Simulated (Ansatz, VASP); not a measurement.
**One calculation of WSe, two programs**

```
W Se
1.0
     3.13053    0.00000    0.00000
     0.00000    3.13053    0.00000
     0.00000    0.00000    3.13053
W Se
1 1
Direct
  0.00000 0.00000 0.00000
  0.50000 0.50000 0.50000
```

Alike in both runs: functional r2SCAN; k mesh 6 × 6 × 6; occupations gaussian, width 0.1 eV; collinear spin.

Ansatz relaxed the structure, and its values are those at the end. VASP's run is a single point on that final structure, the one shown.

|  | VASP | Ansatz |
| --- | --- | --- |
| version | VASP 6.6.1 | Ansatz 0.2.0 |
| potentials or method | VASP PAW PBE potentials, release 64 (W_sv, Se), cutoff 520 eV | scalar-relativistic, plane waves, PAW |
| valence electrons in the cell | 20 | 30 |

Ansatz gave:

* gap on the k mesh at the Fermi level (eV): none
* pressure (GPa): 0.0
* net moment per atom (μB): 0.00

Task: Which values does VASP return?

Result: gap on the k mesh at the Fermi level (eV): none; pressure (GPa): 0.7; net moment per atom (μB): 0.00.

VASP's potentials were made for PBE, not for r2SCAN. A gap of «none» marks a metal or a gap that the smearing closes. VASP's potentials hold 20 valence electrons a cell and Ansatz's 30, so a difference there can come from the potentials and not from the codes. Ansatz's warnings: seeded moment not kept.

Neither program's run includes spin-orbit coupling.
